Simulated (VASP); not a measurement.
Runs of VASP 6.6.1 on Ag. The structure is that of space group Im-3m (No. 229), or close to it. The cells are those of the table. 

| task | level | cell | k mesh | cutoff (eV) | smearing | gap on the mesh (eV) | pressure (GPa) |
| --- | --- | --- | --- | --- | --- | --- | --- |
| single point | PBE | a = 2.840 Å, angles 109.5°, 1 atom | 20 × 20 × 20 | 520 | fermi-dirac 0.15 eV | none | 1.8 |
| single point | r2SCAN | a = 2.862 Å, angles 109.5°, 1 atom | 18 × 18 × 18 | 520 | gaussian 0.1 eV | none | (a) |
| single point | PBE | a = 2.861 Å, angles 109.5°, 1 atom | 18 × 18 × 18 | 520 | gaussian 0.1 eV | none | -0.1 |
| relaxation of cell and atoms | PBE | relaxed from a = 2.861 Å, angles 109.5°, 1 atom | 20 × 20 × 20 | 600 | fermi-dirac 0.15 eV | none | 0.0 |
| single point | PBE | a = 2.859 Å, angles 109.5°, 1 atom | 20 × 20 × 20 | 520 | fermi-dirac 0.15 eV | none | -0.1 |

Alike in all rows: potentials or basis VASP PAW PBE potentials, release 64 (Ag); no spin polarisation.

Task: Estimate the missing entries.

Result: (a) -2.9.

Caveats: the PAW data sets were made with another functional, which shifts forces and pressure a little (some runs).

A k mesh can miss the band edges, and the runs leave out spin-orbit coupling on Ag.

A gap of «none» marks levels without a gap at the run's occupations.
